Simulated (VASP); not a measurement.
Wanted: the native input for a VASP 6.6.1 run.

```yaml
Task: single point
Functional: PBE
Potentials_or_basis: VASP PAW PBE potentials, release 64 (K_sv, Zr_sv, N)
Cutoff: 520 eV
k_mesh: 4 × 4 × 4
Occupations: gaussian, width 0.1 eV
Spin: no spin polarisation
Dipole_correction: no
Further_INCAR_settings: ALGO = Normal; EDIFF = 1e-06; NBANDS = 35
```

The structure of KZrN lies in POSCAR:

```
KZrN
1.0
    4.2997112691      0.0000000000      0.0000000000
    0.0000000000      4.2997112691      0.0000000000
    0.0000000000      0.0000000000     10.9114727833
K Zr N
2 2 2
Direct
    0.0000000000      0.5000000000      0.3254941930
    0.5000000000      0.0000000000      0.6745058070
    0.0000000000      0.0000000000      0.0000000000
    0.5000000000      0.5000000000      0.0000000000
    0.0000000000      0.5000000000      0.9642038105
    0.5000000000      0.0000000000      0.0357961895
```

The cell was built from a structure type or drawn by symmetry, and may not be a known phase.

One way to write it, as run:

INCAR

```
SYSTEM = KZrN
  PREC = Accurate
  ENCUT = 520
  EDIFF = 1E-6
  ISMEAR = 0
  SIGMA = 0.1
  LREAL = .False.
  LASPH = .True.
  NELM = 80
  ALGO = Normal
  ISIF = 2
  LWAVE = .False.
  LCHARG = .False.
  GGA = PE
  NBANDS = 35
```

KPOINTS

```
Automatic mesh
0
Gamma
  4 4 4
  0 0 0
```

Potentials or basis: VASP PAW PBE potentials, release 64 (K_sv, Zr_sv, N).

The run is started by

```sh
$ cat potpaw_PBE.64/K_sv/POTCAR potpaw_PBE.64/Zr_sv/POTCAR potpaw_PBE.64/N/POTCAR > POTCAR
$ mpirun -np 1 vasp_std > vasp.out
```

Results of the run:

| Quantity | Value |
| --- | --- |
| Pressure | 0.0 GPa |
| Largest force | 0.012 eV/Å |
| Band gap on the k mesh | zero (bands 26 and 27 overlap by 1.52 eV) |

Caveat: the k points lie up to 0.37 Å⁻¹ apart, too coarse for converged energies and pressures of a metal.

Run time: 50 s on 1 thread of Intel(R) Xeon(R) 6975P-C (Granite Rapids), on a shared host, peak memory 0.33 GiB.
